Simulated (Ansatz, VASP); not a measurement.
## One calculation of Te2Mo, two programs

Contents of INCAR:

```
PREC     = Accurate       # precision mode
ENCUT    = 600            # plane-wave cutoff, eV
EDIFF    = 1E-6           # SCF threshold, eV
ISMEAR   = 0              # smearing method
SIGMA    = 0.02           # smearing width, eV
LREAL    = F              # projectors in reciprocal space
LASPH    = T              # aspherical terms in the spheres
NELM     = 100            # most SCF steps
ALGO     = Normal         # electronic algorithm
ISIF     = 3              # what is computed and relaxed
LWAVE    = F              # write WAVECAR
LCHARG   = F              # write CHGCAR
GGA      = PE             # functional
IVDW     = 12             # dispersion correction
IBRION   = 2              # ionic algorithm
NSW      = 100            # ionic steps
EDIFFG   = -0.005         # ionic threshold
```

File KPOINTS:

```
regular mesh
0
Gamma
  12 12 2
```

File POSCAR:

```
Te2Mo
1.0
    3.5182000000      0.0000000000      0.0000000000
   -1.7591000000      3.0468505756      0.0000000000
    0.0000000000      0.0000000000     13.9736000000
Te Mo
4 2
Direct
    0.3333333333      0.6666666667      0.6210000000
    0.6666666667      0.3333333333      0.1210000000
    0.3333333333      0.6666666667      0.8790000000
    0.6666666667      0.3333333333      0.3790000000
    0.3333333333      0.6666666667      0.2500000000
    0.6666666667      0.3333333333      0.7500000000
```

Input for Ansatz:

```yaml
crystal:
  lattice:
    - [3.5181997508, 0.0, 0.0]
    - [-1.7590998754, 3.0468503597, 0.0]
    - [0.0, 0.0, 13.9736]
  atoms:
    - { symbol: Te, position: [0.3333333333, 0.6666666667, 0.621] }
    - { symbol: Te, position: [0.6666666667, 0.3333333333, 0.121] }
    - { symbol: Te, position: [0.3333333333, 0.6666666667, 0.879] }
    - { symbol: Te, position: [0.6666666667, 0.3333333333, 0.379] }
    - { symbol: Mo, position: [0.3333333333, 0.6666666667, 0.25] }
    - { symbol: Mo, position: [0.6666666667, 0.3333333333, 0.75] }
basis:
  ecutwfc: 420
kpoints:
  mp_grid: { grid: [12, 12, 2] }
hamiltonian:
  xc: pbe
  dispersion: d3bj
scf:
  occupations: { method: gaussian, width: 0.02 }
output:
  forces: true
  stress: true
  eigenvalues: true
  write_density: true
  write_potential: true
  elf: true
  volumetric_format: npy
relax:
  adjacent_minimum: "off"
  f_tol: 0.005
  max_steps: 80
  cell: { stress_tol: 0.05 }
```

Alike in both runs: task relaxation of cell and atoms; functional PBE; dispersion D3(BJ); k mesh 12 × 12 × 2; occupations gaussian, width 0.02 eV; no spin polarisation.

|  | VASP | Ansatz |
| --- | --- | --- |
| version | VASP 6.6.1 | Ansatz 0.2.0 |
| potentials or method | VASP PAW PBE potentials, release 64 (Te, Mo_sv), cutoff 600 eV | scalar-relativistic, plane waves, PAW |
| valence electrons in the cell | 52 | 92 |

|  | VASP | Ansatz | Ansatz less VASP |
| --- | --- | --- | --- |
| gap on the k mesh at the Fermi level, each at its own relaxed structure (eV) | 0.64 | 0.65 | +0.009 |
| relaxed volume (Å³/atom) | 24.15 | 24.18 | +0.024 |
| relaxed cell length with the largest relative difference (Å) | 13.694 | 13.701 | +0.0070 |

VASP's potentials hold 52 valence electrons a cell and Ansatz's 92, so a difference there can come from the potentials and not from the codes. Ansatz's warnings: relaxed geometry near dispersion switch.

Spin-orbit coupling is off throughout.
